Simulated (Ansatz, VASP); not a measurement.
## One calculation of CuO, two programs

Contents of INCAR:

```
SYSTEM = CuO
PREC = Accurate
ENCUT = 700
EDIFF = 1E-6
ISMEAR = -1
SIGMA = 0.05
LREAL = .False.
LASPH = .True.
NELM = 120
ALGO = Normal
ISIF = 2
LWAVE = .False.
LCHARG = .False.
GGA = PE
NBANDS = 33
GGA_COMPAT = .False.
```

Contents of KPOINTS:

```
Automatic mesh
0
Gamma
  8 8 6
  0 0 0
```

File POSCAR:

```
CuO
1.0
    3.1541828075      0.0000000000      0.0000000000
    0.0000000000      3.1541828075      0.0000000000
    0.0000000000      0.0000000000      4.6183260179
Cu O
2 2
Direct
    0.0000000000      0.0000000000      0.0000000000
    0.5000000000      0.5000000000      0.0000000000
    0.5000000000      0.0000000000      0.2670000000
    0.0000000000      0.5000000000      0.7330000000
```

File input.yaml:

```yaml
crystal:
  lattice:
    - [3.1541828075, 0.0, 0.0]
    - [0.0, 3.1541828075, 0.0]
    - [0.0, 0.0, 4.6183260179]
  atoms:
    - { symbol: Cu, position: [0.0, 0.0, 0.0] }
    - { symbol: Cu, position: [0.5, 0.5, 0.0] }
    - { symbol: O, position: [0.5, 0.0, 0.267] }
    - { symbol: O, position: [0.0, 0.5, 0.733] }
hamiltonian:
  xc: pbe
  pseudopotentials: { kind: paw }
kpoints:
  mp_grid: { grid: [8, 8, 6] }
scf:
  occupations: { method: fermi_dirac, width: 0.05 }
output:
  forces: true
  stress: true
  eigenvalues: true
  write_density: true
  write_potential: true
  elf: true
  volumetric_format: npy
```

Alike in both runs: task single point; functional PBE; k mesh 8 × 8 × 6; occupations fermi-dirac, width 0.05 eV; no spin polarisation.

|  | VASP | Ansatz |
| --- | --- | --- |
| version | VASP 6.6.1 | Ansatz 0.2.0 |
| potentials or method | VASP PAW PBE potentials, release 64 (Cu_sv_GW, O) | Ansatz PAW |
| plane-wave cutoff (eV) | 700 | 420 |
| valence electrons in the cell | 50 | 50 |

```tsv
	VASP	Ansatz	Ansatz less VASP
gap on the k mesh at the Fermi level (eV)	none	none	-
pressure (GPa)	18.2	20.6	+2.38
traceless stress, the component that is largest in VASP (GPa)	-26.92	-26.79	+0.130
rms of the force components (eV/Å)	0.253	0.267	+0.0147
```

Atom by atom the forces differ by 0.015 eV/Å (rms over components). A gap of «none» marks a metal or a gap that the smearing closes. With one functional, cell and mesh, what is left measures potentials, basis and numerics.
